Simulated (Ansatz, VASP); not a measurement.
## One calculation of LiF, two programs

```
Li F
1.0
    -0.63676    1.75110    1.75110
     1.75110   -0.63676    1.75110
     1.75110    1.75110   -0.63676
Li F
1 1
Direct
  0.00000 0.00000 0.00000
  0.50000 0.50000 0.50000
```

Alike in both runs: task single point; functional r2SCAN; k mesh 12 × 12 × 12; occupations gaussian, width 0.05 eV; no spin polarisation.

|  | VASP | Ansatz |
| --- | --- | --- |
| version | VASP 6.6.1 | Ansatz 0.2.0 |
| potentials or method | VASP PAW PBE potentials, release 64 (Li_sv, F), cutoff 520 eV | scalar-relativistic, plane waves, PAW |
| valence electrons in the cell | 10 | 10 |

Ansatz gave:

- gap on the k mesh at the Fermi level (eV): 8.92
- least direct gap on the mesh (eV): 9.03

Q: Estimate VASP's values.

A: gap on the k mesh at the Fermi level (eV): 9.12; least direct gap on the mesh (eV): 9.24.

VASP's potentials were made for PBE, not for r2SCAN.

Noted on VASP's run: the cutoff is under 1.25 times that of the potentials, so the pressure is a little rough.
